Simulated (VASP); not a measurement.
Set up this calculation in VASP 6.6.1, as the native input.

* Task: single point
* Functional: PBEsol
* Potentials or basis: VASP PAW PBE potentials, release 64 (Ti_sv, C)
* Cutoff: 520 eV
* k mesh: 18 × 18 × 18
* Occupations: gaussian, width 0.15 eV
* Spin: no spin polarisation
* Dipole correction: no
* Further INCAR settings: ALGO = Normal; EDIFF = 1e-07; NBANDS = 15

The structure of TiC lies in POSCAR:

```
TiC
1.0
    0.0000000000      2.1640000000      2.1640000000
    2.1640000000      0.0000000000      2.1640000000
    2.1640000000      2.1640000000      0.0000000000
Ti C
1 1
Direct
    0.0231053604      0.0231053604     -0.0231053604
    0.5000000000      0.5000000000      0.5000000000
```

This cell differs from its parent crystal: all Ti atoms moved -0.100 Å, as atom 1 towards its neighbour atom 2 (C) at 2.164 Å.

The input as run:

INCAR

```
PREC     = Accurate       # precision mode
ENCUT    = 520            # plane-wave cutoff, eV
EDIFF    = 1E-7           # SCF threshold, eV
ISMEAR   = 0              # smearing method
SIGMA    = 0.15           # smearing width, eV
LREAL    = False          # projectors in reciprocal space
LASPH    = True           # aspherical terms in the spheres
NELM     = 80             # most SCF steps
ALGO     = Normal         # electronic algorithm
ISIF     = 2              # what is computed and relaxed
LWAVE    = False          # write WAVECAR
LCHARG   = False          # write CHGCAR
GGA      = PS             # functional
NBANDS   = 15             # bands
```

KPOINTS

```
regular mesh
0
Gamma
  18 18 18
```

Potentials or basis: VASP PAW PBE potentials, release 64 (Ti_sv, C).

The run is started by

```console
$ cat potpaw_PBE.64/Ti_sv/POTCAR potpaw_PBE.64/C/POTCAR > POTCAR
$ mpirun -np 1 vasp_std > vasp.out
```

It gave:

```
Pressure               : -4.7 GPa
Largest force          : 0.914 eV/Å
Band gap on the k mesh : zero (bands 8 and 9 overlap by 1.11 eV)
```

Caveat: the cell differs from its parent crystal (all Ti atoms moved -0.100 Å, as atom 1 towards its neighbour atom 2 (C) at 2.164 Å); the cell stands under tension; the PAW data sets were made with another functional, which shifts forces and pressure a little.

It took 110 s on 1 thread of AMD EPYC 7R13 Processor (Zen 3), on a shared host, peak memory 0.23 GiB.
